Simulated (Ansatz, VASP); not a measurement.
## Ge2Sb2Te5: VASP beside Ansatz

```
Ge Sb Te
1.0
     4.23183    0.00000    0.00000
    -2.11591    3.66487    0.00000
     0.00000    0.00000   16.87414
Ge Sb Te
2 2 5
Cartesian
  0.0000 2.4432 15.1736
  2.1159 1.2216 1.7005
  0.0000 0.0000 11.5074
  0.0000 0.0000 5.3668
  0.0000 0.0000 0.0000
  2.1159 1.2216 13.5115
  0.0000 2.4432 3.3626
  0.0000 2.4432 9.7801
  2.1159 1.2216 7.0941
```

Alike in both runs: functional PBE; dispersion D3(BJ); k mesh 9 × 9 × 2; occupations gaussian, width 0.01 eV; no spin polarisation.

Ansatz relaxed the structure, and its values are those at the end. VASP's run is a single point on that final structure, the one shown.

```csv
,VASP,Ansatz
version,VASP 6.6.1,Ansatz 0.2.0
potentials or method,"VASP PAW PBE potentials, release 64 (Ge_d, Sb, Te), cutoff 520 eV","scalar-relativistic, plane waves, PAW"
valence electrons in the cell,68,138
```

Ansatz gave:

```
gap on the k mesh at the Fermi level (eV) : 0.13
least direct gap on the mesh (eV)         : 0.13
pressure (GPa)                            : 0.0
rms of the force components (eV/Å)        : 0.002
```

Task: Estimate VASP's values.

Result: gap on the k mesh at the Fermi level (eV): 0.12; least direct gap on the mesh (eV): 0.12; pressure (GPa): 0.0; rms of the force components (eV/Å): 0.010.

VASP's potentials hold 68 valence electrons a cell and Ansatz's 138, so a difference there can come from the potentials and not from the codes. Ansatz's warnings: dispersion switch in reach, relaxed geometry near dispersion switch.

Spin-orbit coupling is off throughout.
